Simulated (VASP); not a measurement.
# Ge in VASP: notebook

The runs below take Ge through single point, with PBE.

All numbers are computed with VASP 6.6.1; they aren't measurements. Logs are shortened: lines on timing, memory, paths and dates and some standing lists are left out, and cuts for length are marked.

### 1 The cell of the first run

The cell holds a slab with vacuum, 10 atoms: a = 4.058 Å, b = 4.058 Å, c = 29.226 Å, α = 90.00°, β = 90.00°, γ = 120.00°.

### 2 Single point, PBE

Input file INCAR:

```
ALGO     = Normal         # electronic algorithm
DIPOL    = 0.5 0.5 0.500
EDIFF    = 1E-6           # SCF threshold, eV
ENCUT    = 520            # plane-wave cutoff, eV
GGA      = PE             # functional
IDIPOL   = 3            
ISIF     = 2              # what is computed and relaxed
ISMEAR   = 0              # smearing method
LASPH    = True           # aspherical terms in the spheres
LCHARG   = False          # write CHGCAR
LDIPOL   = True         
LREAL    = False          # projectors in reciprocal space
LWAVE    = False          # write WAVECAR
NBANDS   = 81             # bands
NELM     = 100            # most SCF steps
PREC     = Accurate       # precision mode
SIGMA    = 0.1            # smearing width, eV
```

Input file KPOINTS:

```
k-points
0
Gamma
  9 9 1
```

Input file POSCAR:

```
Ge
1.0
    4.0581567077      0.0000000000      0.0000000000
   -2.0290783538      3.5144668014      0.0000000000
    0.0000000000      0.0000000000     29.2255198820
Ge
10
Direct
    0.6666666667      0.3333333333      0.2552681663
    0.3333333333      0.6666666667      0.2835110245
    0.3333333333      0.6666666667      0.3703665542
    0.6666666667      0.3333333333      0.3995694700
    0.6666666667      0.3333333333      0.4852099940
    0.3333333333      0.6666666667      0.5147900116
    0.3333333333      0.6666666667      0.6004305357
    0.6666666667      0.3333333333      0.6296334470
    0.6666666667      0.3333333333      0.7164889852
    0.3333333333      0.6666666667      0.7447318116
```

Potentials or basis: VASP PAW PBE potentials, release 64 (Ge_d).

Run with:

```sh
> cat potpaw_PBE.64/Ge_d/POTCAR > POTCAR
> mpirun -np 1 vasp_std > vasp.out
```

OUTCAR:

```text
EDIFF = 1E-6
   ENCUT = 520
   GGA = PE
   ISIF = 2
   ISMEAR = 0
   LASPH = True
   LREAL = False
   NELM = 100
   PREC = Accurate

 ion  position               nearest neighbor table
   1  0.667  0.333  0.255-   2 2.48   2 2.48   2 2.48
   2  0.333  0.667  0.284-   1 2.48   1 2.48   1 2.48   3 2.54
   3  0.333  0.667  0.370-   4 2.49   4 2.49   4 2.49   2 2.54
   4  0.667  0.333  0.400-   3 2.49   3 2.49   3 2.49   5 2.50
   5  0.667  0.333  0.485-   6 2.50   6 2.50   6 2.50   4 2.50
   6  0.333  0.667  0.515-   5 2.50   5 2.50   5 2.50   7 2.50
   7  0.333  0.667  0.600-   8 2.49   8 2.49   8 2.49   6 2.50
   8  0.667  0.333  0.630-   7 2.49   7 2.49   7 2.49   9 2.54
   9  0.667  0.333  0.716-  10 2.48  10 2.48  10 2.48   8 2.54
  10  0.333  0.667  0.745-   9 2.48   9 2.48   9 2.48

  LATTYP: Found a hexagonal cell.
 ALAT       =     4.0581567077
 C/A-ratio  =     7.2016735644

  Lattice vectors:

 A1 = (   4.0581567077,   0.0000000000,   0.0000000000)
 A2 = (  -2.0290783538,   3.5144668014,   0.0000000000)
 A3 = (   0.0000000000,   0.0000000000,  29.2255198820)

Analysis of symmetry for initial positions (statically):
=====================================================================
 Subroutine PRICEL returns:
 Original cell was already a primitive cell.

 Routine SETGRP: Setting up the symmetry group for a
 hexagonal supercell.

 Subroutine GETGRP returns: Found 12 space group operations
 (whereof 12 operations were pure point group operations)
 out of a pool of 24 trial point group operations.

The static configuration has the point symmetry D_3d.

Analysis of symmetry for dynamics (positions and initial velocities):
=====================================================================
 Subroutine PRICEL returns:
 Original cell was already a primitive cell.

 Routine SETGRP: Setting up the symmetry group for a
 hexagonal supercell.

 Subroutine GETGRP returns: Found 12 space group operations
 (whereof 12 operations were pure point group operations)
 out of a pool of 24 trial point group operations.

The dynamic configuration has the point symmetry D_3d.

 Subroutine INISYM returns: Found 12 space group operations
 (whereof 12 operations are pure point group operations),
 and found     1 'primitive' translations

----------------------------------------------------------------------------------------

                                     Primitive cell

  volume of cell :     416.8219

  direct lattice vectors                    reciprocal lattice vectors
     4.058156708  0.000000000  0.000000000     0.246417295  0.142269092  0.000000000
    -2.029078354  3.514466801  0.000000000     0.000000000  0.284538184  0.000000000
     0.000000000  0.000000000 29.225519882     0.000000000  0.000000000  0.034216671

  length of vectors
     4.058156708  4.058156708 29.225519882     0.284538184  0.284538184  0.034216671

  position of ions in fractional coordinates (direct lattice)
     0.666666667  0.333333333  0.255268166
     0.333333333  0.666666667  0.283511025
     0.333333333  0.666666667  0.370366554
     0.666666667  0.333333333  0.399569470
     0.666666667  0.333333333  0.485209994
     0.333333333  0.666666667  0.514790012
     0.333333333  0.666666667  0.600430536
     0.666666667  0.333333333  0.629633447
     0.666666667  0.333333333  0.716488985
     0.333333333  0.666666667  0.744731812

  ion indices of the primitive-cell ions
   primitive index   ion index
                 1           1
                 2           2
                 3           3
                 4           4
                 5           5
                 6           6
                 7           7
                 8           8
                 9           9
                10          10

----------------------------------------------------------------------------------------

 KPOINTS: k-points

Automatic generation of k-mesh.
 Grid dimensions read from file:
 generate k-points for:    9    9    1

 Generating k-lattice:

  Cartesian coordinates                     Fractional coordinates (reciprocal lattice)
     0.027379699  0.015807677  0.000000000     0.111111111  0.000000000  0.000000000
     0.000000000  0.031615354  0.000000000     0.000000000  0.111111111  0.000000000
     0.000000000  0.000000000  0.034216671     0.000000000  0.000000000  1.000000000

  Length of vectors
     0.031615354  0.031615354  0.034216671

  Shift w.r.t. Gamma in fractional coordinates (k-lattice)
     0.000000000  0.000000000  0.000000000

 Subroutine IBZKPT returns following result:
 ===========================================

 Found     12 irreducible k-points:

 Following reciprocal coordinates:
            Coordinates               Weight
  0.000000  0.000000  0.000000      1.000000
  0.111111 -0.000000  0.000000      6.000000
  0.222222 -0.000000  0.000000      6.000000
  0.333333  0.000000  0.000000      6.000000
  0.444444 -0.000000  0.000000      6.000000
  0.111111  0.111111  0.000000      6.000000
  0.222222  0.111111  0.000000     12.000000
  0.333333  0.111111  0.000000     12.000000
  0.444444  0.111111  0.000000      6.000000
  0.222222  0.222222  0.000000      6.000000
  0.333333  0.222222  0.000000     12.000000
  0.333333  0.333333  0.000000      2.000000
   k-points           NKPTS =     12   k-points in BZ     NKDIM =     12   number of bands    NBANDS=     81
   number of dos      NEDOS =    301   number of ions     NIONS =     10
   total plane-waves  NPLWV = 201600
   dimension x,y,z NGX =    30 NGY =   30 NGZ =  224
   dimension x,y,z NGXF=    60 NGYF=   60 NGZF=  448
   ions per type =              10
   NGX,Y,Z   is equivalent  to a cutoff of  12.29, 12.29, 12.74 a.u.
   NGXF,Y,Z  is equivalent  to a cutoff of  24.58, 24.58, 25.48 a.u.
 SYSTEM =  unknown system
   PREC   = accura    normal or accurate (medium, high low for compatibility)
   ISTART =      0    job   : 0-new  1-cont  2-samecut
   ICHARG =      2    charge: 1-file 2-atom 10-const
   ISPIN  =      1    spin polarized calculation?
   LNONCOLLINEAR =      F non collinear calculations
   LSORBIT =      F    spin-orbit coupling
   LASPH  =      T    aspherical Exc in radial PAW
   ENCUT  =  520.0 eV  38.22 Ry    6.18 a.u.   7.55  7.55 54.34*2*pi/ulx,y,z
   NELM   =    100;   NELMIN=  2; NELMDL= -5     # of ELM steps
   EDIFF  = 0.1E-05   stopping-criterion for ELM
   LREAL  =      F    real-space projection
   EDIFFG = 0.1E-04   stopping-criterion for IOM
   NSW    =      0    number of steps for IOM
   IBRION =     -1    ionic relax: 0-MD 1-quasi-New 2-CG
   NFREE  =      0    steps in history (QN), initial steepest desc. (CG)
   ISIF   =      2    stress and relaxation
   ISYM   =      2    0-nonsym 1-usesym 2-fastsym
   POTIM  = 0.5000    time-step for ionic-motion
   TEBEG  =    0.0;   TEEND  =   0.0 temperature during run
   PSTRESS=    0.0 pullay stress
   NELECT =     140.0000    total number of electrons
   NUPDOWN=      -1.0000    fix difference up-down
   EMIN   =  10.00;   EMAX   =-10.00  energy-range for DOS
   EFERMI =   0.00;   METHOD = LEGACY
   ISMEAR =     0;   SIGMA  =   0.10  broadening in eV -4-tet -1-fermi 0-gaus
   EFERMI_NEDOS =   21; number of points for ismear=-14 and -15
   IALGO  =     38    algorithm
   IMIX   =      4    mixing-type and parameters
     AMIX     =   0.40;   BMIX     =  1.00
     AMIX_MAG =   1.60;   BMIX_MAG =  1.00
  volume/ion in A,a.u.               =      41.68       281.29
  Fermi-wavevector in a.u.,A,eV,Ry     =   1.137978  2.150467 17.619474  1.294995
  Thomas-Fermi vector in A             =   2.274683
   LORBIT       =      0    0 simple, 1 ext, 2 COOP (PROOUT), +10 PAW based schemes
   GGA     = PE    functional components
   LHFCALC =     F    Hartree Fock is set to
   AEXX    =    0.0000 exact exchange contribution
   IVDW    =     0    specifies the selected vdW correction
   LEPSILON=     F    determine dielectric tensor
   LRPA    =     F    only Hartree local field effects (RPA)
 non-spin polarized calculation
 Gauss-broadening in eV      SIGMA  =   0.10
  energy-cutoff  :      520.00
  volume of cell :      416.82
 maximum number of plane-waves:     11293
 NGX is ok and might be reduce to    30
   NGX = 15   NGY = 15   NGZ =109

 dipolmoment           0.000000      0.000000      0.000000 electrons x Angstroem

 number of electron     139.9999942 magnetization

 dipolmoment           0.000000      0.000000     -0.000000 electrons x Angstroem

 Free energy of the ion-electron system (eV)
  ---------------------------------------------------
  ext. energy  EPLUGINS =         0.00000000
  ---------------------------------------------------
  free energy    TOTEN  =       -43.03953315 eV

  energy without entropy =      -42.99570089  energy(sigma->0) =      -43.01761702

 E-fermi :   0.3982     XC(G=0):  -6.0339

 val. band max:        0.3620847332   @ k =   0.3333   0.3333   0.0000
 cond. band min:       0.4047591556   @ k =   0.2222   0.2222   0.0000
 fundamental gap:      0.0426744225
 Fermi energy:         0.3982359973

 k-point     1 :       0.0000    0.0000    0.0000
  band No.  band energies     occupation
      1     -24.2786      2.00000
      2     -24.2786      2.00000
      3     -24.2272      2.00000
      4     -24.2229      2.00000
      5     -24.2211      2.00000
      6     -24.2211      2.00000
[... 73 lines left out ...]
     80       3.6568      0.00000
     81       3.8975      0.00000

 k-point     2 :       0.1111   -0.0000    0.0000
  band No.  band energies     occupation
      1     -24.2816      2.00000
      2     -24.2808      2.00000
      3     -24.2341      2.00000
      4     -24.2220      2.00000
      5     -24.2181      2.00000
      6     -24.2163      2.00000
[... 73 lines left out ...]
     80       4.0454      0.00000
     81       4.0764      0.00000
[... 754 lines left out ...]
     80       4.9158      0.00000
     81       5.2285      0.00000

 k-point    12 :       0.3333    0.3333    0.0000
  band No.  band energies     occupation
      1     -24.3029      2.00000
      2     -24.2712      2.00000
      3     -24.2712      2.00000
      4     -24.2312      2.00000
      5     -24.2301      2.00000
      6     -24.1905      2.00000
[... 73 lines left out ...]
     80       5.7161      0.00000
     81       6.1193      0.00000

------------------------ aborting loop because EDIFF is reached ----------------------------------------

 vacuum level on the upper side and lower side of the slab       (xc-potential included)        -0.127        -0.127

  FORCE on cell =-STRESS in cart. coord.  units (eV):
  Direction    XX          YY          ZZ          XY          YZ          ZX
  --------------------------------------------------------------------------------------
  -------------------------------------------------------------------------------------
  Total        0.0196760      0.0196760     -0.0616685      0.0000000     -0.0000000     -0.0000000
  in kB        0.0756306      0.0756306     -0.2370411      0.0000000     -0.0000000     -0.0000000
  external PRESSURE =      -0.0285933 kB  Pullay stress =       0.0000000 kB

 VOLUME and BASIS-vectors are now :
 -----------------------------------------------------------------------------
  energy-cutoff  :      520.00
  volume of cell :      416.82
      direct lattice vectors                 reciprocal lattice vectors
     4.058156708  0.000000000  0.000000000     0.246417295  0.142269092  0.000000000
    -2.029078354  3.514466801  0.000000000     0.000000000  0.284538184  0.000000000
     0.000000000  0.000000000 29.225519882     0.000000000  0.000000000  0.034216671

 POSITION                                       TOTAL-FORCE (eV/Angst)
 -----------------------------------------------------------------------------------
      2.02908      1.17149      7.46034        -0.000000      0.000000      0.011903
     -0.00000      2.34298      8.28576         0.000000      0.000000     -0.018575
     -0.00000      2.34298     10.82416         0.000000     -0.000000      0.015046
      2.02908      1.17149     11.67763         0.000000     -0.000000     -0.011908
      2.02908      1.17149     14.18051        -0.000000     -0.000000      0.006098
     -0.00000      2.34298     15.04501         0.000000      0.000000     -0.006098
     -0.00000      2.34298     17.54789        -0.000000      0.000000      0.011908
      2.02908      1.17149     18.40136        -0.000000      0.000000     -0.015046
      2.02908      1.17149     20.93976        -0.000000     -0.000000      0.018575
     -0.00000      2.34298     21.76517         0.000000     -0.000000     -0.011903
 -----------------------------------------------------------------------------------
    total drift:                                0.000000     -0.000000      0.000054

  FREE ENERGIE OF THE ION-ELECTRON SYSTEM (eV)
  ---------------------------------------------------
  free  energy   TOTEN  =       -43.0395331479 eV

  energy  without entropy=      -42.9957008899  energy(sigma->0) =      -43.01761702

 vacuum level on the upper side and lower side of the slab         4.960         4.960
```

Run time: 9.6 min. Hardware: 1 thread of Intel Xeon Platinum 8488C (Sapphire Rapids), shared host; peak memory 0.62 GiB.

Results:

* Free energy: -43.0395 eV
* Largest force: 0.019 eV/Å
* Band gap on the k mesh: zero (bands 70 and 71 overlap by 0.53 eV)

Forces in eV/Å, atoms in the order of the input:
```
Ge   0.000  0.000  0.012
Ge   0.000  0.000 -0.019
Ge   0.000  0.000  0.015
Ge   0.000  0.000 -0.012
Ge   0.000  0.000  0.006
Ge   0.000  0.000 -0.006
Ge   0.000  0.000  0.012
Ge   0.000  0.000 -0.015
Ge   0.000  0.000  0.019
Ge   0.000  0.000 -0.012
```

### 3 Single point, PBE

Input file INCAR:

```
  PREC = Accurate
  ENCUT = 520
  EDIFF = 1E-7
  ISMEAR = 0
  SIGMA = 0.1
  LREAL = False
  LASPH = True
  NELM = 100
  ALGO = Normal
  ISIF = 2
  LWAVE = False
  LCHARG = True
  LDIPOL = True
  IDIPOL = 3
  DIPOL = 0.5 0.5 0.500
  GGA = PE
  LELF = True
  LVHAR = True
  LVACPOTAV = True
  EFIELD = 0.3
  NBANDS = 81
```

Input file KPOINTS:

```
Automatic mesh
0
Gamma
  9 9 1
```

Input file POSCAR:

```
Ge
1.0
    4.0581567077      0.0000000000      0.0000000000
   -2.0290783538      3.5144668014      0.0000000000
    0.0000000000      0.0000000000     29.2255198820
Ge
10
Direct
    0.6666666667      0.3333333333      0.2566250329
    0.3333333333      0.6666666667      0.2853828958
    0.3333333333      0.6666666667      0.3711230507
    0.6666666667      0.3333333333      0.3998809136
    0.6666666667      0.3333333333      0.4856210685
    0.3333333333      0.6666666667      0.5143789315
    0.3333333333      0.6666666667      0.6001190864
    0.6666666667      0.3333333333      0.6288769493
    0.6666666667      0.3333333333      0.7146171042
    0.3333333333      0.6666666667      0.7433749671
```

Potentials or basis: VASP PAW PBE potentials, release 64 (Ge_d).

Run with:

```sh
> cat potpaw_PBE.64/Ge_d/POTCAR > POTCAR
> mpirun -np 1 vasp_std > vasp.out
```

Wall time 24 min (1 thread of Intel Xeon Platinum 8488C (Sapphire Rapids), shared host); peak memory 0.61 GiB.

The run converged. Its results:

```
Free energy            : -43.0913 eV
Largest force          : 0.242 eV/Å
Band gap on the k mesh : zero (bands 70 and 71 overlap by 0.52 eV)
```

Forces on the atoms (eV/Å):
```
Ge   0.000  0.000  0.059
Ge   0.000  0.000 -0.242
Ge   0.000  0.000  0.095
Ge   0.000  0.000  0.066
Ge   0.000  0.000 -0.111
Ge   0.000  0.000  0.112
Ge   0.000  0.000 -0.071
Ge   0.000  0.000 -0.093
Ge   0.000  0.000  0.181
Ge   0.000  0.000  0.004
```

Levels at points of the mesh, in eV from the Fermi level:
```csv
k point,band 66,band 67,band 68,band 69,band 70,band 71,band 72,band 73,band 74,band 75
"(0.00, 0.00, 0.00)",-0.35,0.11,0.11,0.11,0.31,0.31,0.46,0.84,0.94,1.33
```
